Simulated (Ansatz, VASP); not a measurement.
## Hf4N: VASP beside Ansatz

Contents of INCAR:

```
SYSTEM = Hf4N
PREC     = Accurate       ! precision mode
ENCUT    = 520            ! plane-wave cutoff, eV
EDIFF    = 1E-6           ! SCF threshold, eV
ISMEAR   = 0              ! smearing method
SIGMA    = 0.1            ! smearing width, eV
LREAL    = .False.        ! projectors in reciprocal space
LASPH    = .True.         ! aspherical terms in the spheres
NELM     = 80             ! most SCF steps
ALGO     = Normal         ! electronic algorithm
ISIF     = 2              ! what is computed and relaxed
LWAVE    = .False.        ! write WAVECAR
LCHARG   = .False.        ! write CHGCAR
GGA      = PE             ! functional
NBANDS   = 30             ! bands
```

The input KPOINTS:

```
Automatic mesh
0
Gamma
  6 6 6
  0 0 0
```

Contents of POSCAR:

```
Hf4N
1.0
   -2.2467373000      2.2467373000      4.5996316000
    2.2467373000     -2.2467373000      4.5996316000
    2.2467373000      2.2467373000     -4.5996316000
Hf N
4 1
Direct
    0.0000000000      0.5000000000      0.5000000000
    0.5000000000      0.0000000000      0.5000000000
    0.2413150000      0.2413150000      0.0000000000
    0.7586850000      0.7586850000      0.0000000000
    0.0000000000      0.0000000000      0.0000000000
```

Input for Ansatz:

```yaml
crystal:
  lattice:
    - [-2.2467373, 2.2467373, 4.5996316]
    - [2.2467373, -2.2467373, 4.5996316]
    - [2.2467373, 2.2467373, -4.5996316]
  atoms:
    - { symbol: Hf, position: [0.0, 0.5, 0.5] }
    - { symbol: Hf, position: [0.5, 0.0, 0.5] }
    - { symbol: Hf, position: [0.241315, 0.241315, 0.0] }
    - { symbol: Hf, position: [0.758685, 0.758685, 0.0] }
    - { symbol: "N", position: [0.0, 0.0, 0.0] }
basis:
  ecutwfc: 420
kpoints:
  mp_grid: { grid: [6, 6, 6] }
hamiltonian:
  xc: pbe
scf:
  occupations: { method: gaussian, width: 0.1 }
  lower_state_search: "off"
output:
  forces: true
  stress: true
  eigenvalues: true
```

Alike in both runs: task single point; functional PBE; k mesh 6 × 6 × 6; occupations gaussian, width 0.1 eV; no spin polarisation.

|  | VASP | Ansatz |
| --- | --- | --- |
| version | VASP 6.6.1 | Ansatz 0.2.0 |
| potentials or method | VASP PAW PBE potentials, release 64 (Hf_pv, N), cutoff 520 eV | scalar-relativistic, plane waves, PAW |
| valence electrons in the cell | 45 | 109 |

```csv
,VASP,Ansatz,Ansatz less VASP
gap on the k mesh at the Fermi level (eV),none,none,-
pressure (GPa),-0.8,0.1,+0.83
"traceless stress, the component that is largest in VASP (GPa)",0.08,0.08,0.000
rms of the force components (eV/Å),0.011,0.015,+0.0031
```

Atom by atom the forces differ by 0.026 eV/Å (rms over components). A gap of «none» marks a metal or a gap that the smearing closes. VASP's potentials hold 45 valence electrons a cell and Ansatz's 109, so a difference there can come from the potentials and not from the codes.

Neither program's run includes spin-orbit coupling.
